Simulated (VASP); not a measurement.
# Pt (Im-3m) in VASP: further runs

The runs below take Pt through single point, relaxation of cell and atoms, with PBEsol+D3(BJ), PBEsol, PBEsol+D4, HF.

Everything below comes from runs of VASP 6.6.1. Logs are shortened: lines on timing, memory, paths and dates and some standing lists are left out, and cuts for length are marked.

## 1. The cell of the first run

The structure is cubic, space group Im-3m (No. 229). Conventional cell: a = 3.168 Å, b = 3.168 Å, c = 3.168 Å, α = 90.00°, β = 90.00°, γ = 90.00°. Pt (site symmetry m-3m) has 14 Pt at 2.74 to 3.17 Å within 3.6 Å.

This isn't the form of Pt at room conditions, which is fcc.

## 2. Single point, PBEsol+D3(BJ)

File INCAR:

```
PREC = Accurate
ENCUT = 520
EDIFF = 1E-6
ISMEAR = -1
SIGMA = 0.05
LREAL = False
LASPH = True
NELM = 100
ALGO = Normal
ISIF = 2
LWAVE = False
LCHARG = True
GGA = PS
IVDW = 12
LELF = True
LVHAR = True
NBANDS = 11
```

File KPOINTS:

```
regular mesh
0
Gamma
  12 12 12
```

File POSCAR:

```
Pt
1.0
   -1.5842200000      1.5842200000      1.5842200000
    1.5842200000     -1.5842200000      1.5842200000
    1.5842200000      1.5842200000     -1.5842200000
Pt
1
Direct
    0.0000000000      0.0000000000      0.0000000000
```

Potentials or basis: VASP PAW PBE potentials, release 64 (Pt).

Launch:

```
$ cat potpaw_PBE.64/Pt/POTCAR > POTCAR
$ mpirun -np 1 vasp_std > vasp.out
```

OUTCAR:

```text
PREC = Accurate
   ENCUT = 520
   EDIFF = 1E-6
   ISMEAR = -1
   LREAL = False
   LASPH = True
   NELM = 100
   ISIF = 2
   GGA = PS
   IVDW = 12
 IVDW          = 12

 ion  position               nearest neighbor table
   1  0.000  0.000  0.000-

  LATTYP: Found a body centered cubic cell.
 ALAT       =     3.1684400000

  Lattice vectors:

 A1 = (  -1.5842200000,   1.5842200000,   1.5842200000)
 A2 = (   1.5842200000,  -1.5842200000,   1.5842200000)
 A3 = (   1.5842200000,   1.5842200000,  -1.5842200000)

Analysis of symmetry for initial positions (statically):
=====================================================================
 Subroutine PRICEL returns:
 Original cell was already a primitive cell.

 Routine SETGRP: Setting up the symmetry group for a
 body centered cubic supercell.

 Subroutine GETGRP returns: Found 48 space group operations
 (whereof 48 operations were pure point group operations)
 out of a pool of 48 trial point group operations.

The static configuration has the point symmetry O_h .

Analysis of symmetry for dynamics (positions and initial velocities):
=====================================================================
 Subroutine PRICEL returns:
 Original cell was already a primitive cell.

 Routine SETGRP: Setting up the symmetry group for a
 body centered cubic supercell.

 Subroutine GETGRP returns: Found 48 space group operations
 (whereof 48 operations were pure point group operations)
 out of a pool of 48 trial point group operations.

The dynamic configuration has the point symmetry O_h .

 Subroutine INISYM returns: Found 48 space group operations
 (whereof 48 operations are pure point group operations),
 and found     1 'primitive' translations

----------------------------------------------------------------------------------------

                                     Primitive cell

  volume of cell :      15.9040

  direct lattice vectors                    reciprocal lattice vectors
    -1.584220000  1.584220000  1.584220000     0.000000000  0.315612731  0.315612731
     1.584220000 -1.584220000  1.584220000     0.315612731  0.000000000  0.315612731
     1.584220000  1.584220000 -1.584220000     0.315612731  0.315612731  0.000000000

  length of vectors
[... 81 lines left out ...]
   LREAL  =      F    real-space projection
   EDIFFG = 0.1E-04   stopping-criterion for IOM
   NSW    =      0    number of steps for IOM
   IBRION =     -1    ionic relax: 0-MD 1-quasi-New 2-CG
   NFREE  =      0    steps in history (QN), initial steepest desc. (CG)
   ISIF   =      2    stress and relaxation
   ISYM   =      2    0-nonsym 1-usesym 2-fastsym
   POTIM  = 0.5000    time-step for ionic-motion
   TEBEG  =    0.0;   TEEND  =   0.0 temperature during run
   PSTRESS=    0.0 pullay stress
   NELECT =      10.0000    total number of electrons
   NUPDOWN=      -1.0000    fix difference up-down
   EMIN   =  10.00;   EMAX   =-10.00  energy-range for DOS
   EFERMI =   0.00;   METHOD = LEGACY
   ISMEAR =    -1;   SIGMA  =   0.05  broadening in eV -4-tet -1-fermi 0-gaus
   EFERMI_NEDOS =   21; number of points for ismear=-14 and -15
   IALGO  =     38    algorithm
   IMIX   =      4    mixing-type and parameters
     AMIX     =   0.40;   BMIX     =  1.00
     AMIX_MAG =   1.60;   BMIX_MAG =  1.00
  volume/ion in A,a.u.               =      15.90       107.33
  Fermi-wavevector in a.u.,A,eV,Ry     =   1.402510  2.650360 26.763132  1.967035
  Thomas-Fermi vector in A             =   2.525265
   LORBIT       =      0    0 simple, 1 ext, 2 COOP (PROOUT), +10 PAW based schemes
   GGA     = PS    functional components
   LHFCALC =     F    Hartree Fock is set to
   AEXX    =    0.0000 exact exchange contribution
   IVDW    =    12    specifies the selected vdW correction
   LEPSILON=     F    determine dielectric tensor
   LRPA    =     F    only Hartree local field effects (RPA)
 non-spin polarized calculation
  energy-cutoff  :      520.00
  volume of cell :       15.90
 maximum number of plane-waves:       442
   NGX = 11   NGY = 11   NGZ = 11

 number of electron      10.0000000 magnetization

 Free energy of the ion-electron system (eV)
  ---------------------------------------------------
  ext. energy  EPLUGINS =         0.00000000
  ---------------------------------------------------
  free energy    TOTEN  =        -6.84234764 eV

  energy without entropy =       -6.83604118  energy(sigma->0) =       -6.83919441

 E-fermi :   9.8345     XC(G=0): -13.3082

 val. band max:        9.7832428691   @ k =   0.5000   0.5000   0.4167
 cond. band min:       9.8708849489   @ k =  -0.4167  -0.4167   0.1667
 fundamental gap:      0.0876420797
 Fermi energy:         9.8344680985

 k-point     1 :       0.0000    0.0000    0.0000
  band No.  band energies     occupation
      1       0.4059      2.00000
      2       6.4509      2.00000
      3       6.4509      2.00000
      4       6.4509      2.00000
      5       8.9391      2.00000
      6       8.9391      2.00000
      7      26.9880      0.00000
      8      26.9880      0.00000
      9      26.9880      0.00000
     10      36.9138      0.00000
     11      36.9141      0.00000
[... 309 lines left out ...]
 k-point    24 :       0.4167    0.0833    0.0833
  band No.  band energies     occupation
      1       3.8456      2.00000
      2       5.0391      2.00000
      3       8.2950      2.00000
      4       8.8869      2.00000
      5       9.2740      1.99997
      6      13.2380      0.00000
      7      15.7578      0.00000
      8      23.0162      0.00000
      9      23.7279      0.00000
     10      33.8637      0.00000
     11      34.4649      0.00000

 [... further k-points ...]

------------------------ aborting loop because EDIFF is reached ----------------------------------------

 Edisp (eV)   -0.71015

 E8    (eV) :    -0.4857

  FORCE on cell =-STRESS in cart. coord.  units (eV):
  Direction    XX          YY          ZZ          XY          YZ          ZX
  --------------------------------------------------------------------------------------
  -------------------------------------------------------------------------------------
  Total      -1.86828    -1.86828    -1.86828     0.00000    -0.00000     0.00000
  in kB    -188.21124  -188.21124  -188.21124     0.00000    -0.00000     0.00000
  external pressure =     -188.21 kB  Pullay stress =        0.00 kB

 VOLUME and BASIS-vectors are now :
 -----------------------------------------------------------------------------
  energy-cutoff  :      520.00
  volume of cell :       15.90
      direct lattice vectors                 reciprocal lattice vectors
    -1.584220000  1.584220000  1.584220000     0.000000000  0.315612731  0.315612731
     1.584220000 -1.584220000  1.584220000     0.315612731  0.000000000  0.315612731
     1.584220000  1.584220000 -1.584220000     0.315612731  0.315612731  0.000000000

 POSITION                                       TOTAL-FORCE (eV/Angst)
 -----------------------------------------------------------------------------------
      0.00000      0.00000      0.00000         0.000000      0.000000      0.000000
 -----------------------------------------------------------------------------------
    total drift:                                0.000000     -0.000000      0.000000

  FREE ENERGIE OF THE ION-ELECTRON SYSTEM (eV)
  ---------------------------------------------------
  free  energy   TOTEN  =        -7.5525016860 eV

  energy  without entropy=       -7.5461952252  energy(sigma->0) =       -7.54934846
```

Run time: 11 s. Hardware: 1 thread of Intel Xeon 8259CL, shared host; peak memory 0.15 GiB.

Results:

| Item | Value |
| --- | --- |
| Free energy | -7.5525 eV |
| Pressure | -18.8 GPa |
| Band gap on the k mesh | zero (bands 5 and 6 overlap by 2.12 eV) |
| Dispersion energy per atom | -0.710 eV |

Caveat: three body term missing; the cell stands under tension; the PAW data sets were made with another functional, which shifts forces and pressure a little; spin-orbit coupling is left out, which moves the levels of the heavy elements.

## 3. Relaxation of cell and atoms, PBEsol

File INCAR:

```
SYSTEM = Pt
PREC = Accurate ; ENCUT = 600
EDIFF = 1E-6 ; ISMEAR = -1
SIGMA = 0.05 ; LREAL = .FALSE.
LASPH = .TRUE. ; NELM = 100
ALGO = Normal ; ISIF = 3
LWAVE = .FALSE. ; LCHARG = .FALSE.
GGA = PS ; IBRION = 2
NSW = 60 ; EDIFFG = -0.01
```

File KPOINTS:

```
Automatic mesh
0
G
  12 12 12
  0 0 0
```

POSCAR is that of step 2.

Potentials or basis: VASP PAW PBE potentials, release 64 (Pt).

Launch:

```
$ cat potpaw_PBE.64/Pt/POTCAR > POTCAR
$ mpirun -np 1 vasp_std > vasp.out
```

Run time: 40 s. Hardware: 1 thread of Intel Xeon 8259CL, shared host; peak memory 0.17 GiB.

It converged, with:

| Property | Result |
| --- | --- |
| Free energy | -6.8696 eV |
| Relaxed volume | 15.18 Å³/atom |
| Relaxed cell | a = 2.702 Å, b = 2.702 Å, c = 2.702 Å, α = 109.47°, β = 109.47°, γ = 109.47° |
| Space group after relaxing (to 0.1 Å) | Im-3m (No. 229) |
| Energy gained by relaxing | 27.3 meV/atom |
| Ionic steps | 7 |
| Pressure after relaxing | 0.0 GPa |
| Band gap on the k mesh | zero (bands 5 and 6 overlap by 2.32 eV) |

The path:
```
step  energy change (eV)  largest force (eV/Å)  pressure (GPa)  volume (Å³)
   1              0.0000                0.0000          -11.48        15.90
   2              0.2017                0.0000           47.52        13.42
   3             -0.0272                0.0000           -0.57        15.21
   4             -0.0273                0.0000           -0.11        15.19
   5             -0.0273                0.0000            0.14        15.17
   6             -0.0273                0.0000           -0.30        15.20
   7             -0.0273                0.0000           -0.01        15.18
```

Final structure:
```
CELL_PARAMETERS angstrom
-1.55983 1.55983 1.55983
1.55983 -1.55983 1.55983
1.55983 1.55983 -1.55983
ATOMIC_POSITIONS crystal
Pt 0.00000 0.00000 0.00000
```

Levels at points of the mesh, in eV from the Fermi level:
```
           k point  band 3  band 4  band 5  band 6  band 7  band 8
(0.00, 0.00, 0.00)   -3.63   -3.63   -0.97   -0.97   17.15   17.15
(0.50, 0.00, 0.00)   -1.16   -0.61    0.15    1.22    6.69   13.31
(0.50, 0.50, 0.50)    0.66    0.66    0.66    7.78    7.78    7.78
```

Caveat: the PAW data sets were made with another functional, which shifts forces and pressure a little; spin-orbit coupling is left out, which moves the levels of the heavy elements.

(Continued in part 2 of 2.)
